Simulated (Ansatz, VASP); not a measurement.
# Two plane-wave programs on TiO2

Contents of INCAR:

```
PREC = Accurate
ENCUT = 520
EDIFF = 1E-6
ISMEAR = 0
SIGMA = 0.05
LREAL = False
LASPH = True
NELM = 60
ALGO = Normal
ISIF = 2
LWAVE = False
LCHARG = False
GGA = PE
NBANDS = 33
```

File KPOINTS:

```
regular mesh
0
Gamma
  6 6 10
```

POSCAR

```
TiO2
1.0
    4.9684000000      0.0000000000      0.0000000000
    0.0000000000      4.9684000000      0.0000000000
    0.0000000000      0.0000000000      2.8848000000
Ti O
2 4
Direct
    0.0000000000      0.0000000000      0.0000000000
    0.5000000000      0.5000000000      0.5000000000
    0.3050970583      0.3050970583      0.0000000000
    0.1949029417      0.8050970583      0.5000000000
    0.6949029417      0.6949029417      0.0000000000
    0.8050970583      0.1949029417      0.5000000000
```

Input for Ansatz:

```yaml
crystal:
  lattice:
    - [4.9684, 0.0, 0.0]
    - [0.0, 4.9684, 0.0]
    - [0.0, 0.0, 2.8848]
  atoms:
    - { symbol: Ti, position: [0.0, 0.0, 0.0] }
    - { symbol: Ti, position: [0.5, 0.5, 0.5] }
    - { symbol: O, position: [0.3050970583, 0.3050970583, 0.0] }
    - { symbol: O, position: [0.1949029417, 0.8050970583, 0.5] }
    - { symbol: O, position: [0.6949029417, 0.6949029417, 0.0] }
    - { symbol: O, position: [0.8050970583, 0.1949029417, 0.5] }
basis:
  ecutwfc: 520.0
kpoints:
  mp_grid: { grid: [6, 6, 10] }
hamiltonian:
  xc: pbe
  pseudopotentials: { kind: paw, azcp: { folder: soft_1 } }
scf:
  occupations: { method: gaussian, width: 0.05 }
output:
  forces: true
  stress: true
  eigenvalues: true
```

Alike in both runs: task single point; functional PBE; k mesh 6 × 6 × 10; occupations gaussian, width 0.05 eV; no spin polarisation.

|  | VASP | Ansatz |
| --- | --- | --- |
| version | VASP 6.6.1 | Ansatz 0.2.0 |
| potentials or method | VASP PAW PBE potentials, release 64 (Ti_sv, O), cutoff 520 eV | scalar-relativistic, plane waves, PAW |
| valence electrons in the cell | 48 | 48 |

|  | VASP | Ansatz | Ansatz less VASP |
| --- | --- | --- | --- |
| gap on the k mesh at the Fermi level (eV) | 1.73 | 1.74 | +0.017 |
| least direct gap on the mesh (eV) | 1.77 | 1.78 | +0.016 |
| pressure (GPa) | -15.2 | -15.7 | -0.53 |
| traceless stress, the component that is largest in VASP (GPa) | 11.22 | 10.95 | -0.270 |
| rms of the force components (eV/Å) | 0.383 | 0.406 | +0.0231 |

Atom by atom the forces differ by 0.023 eV/Å (rms over components). The functional is the same, so the differences come from potentials, cutoffs and numerics.
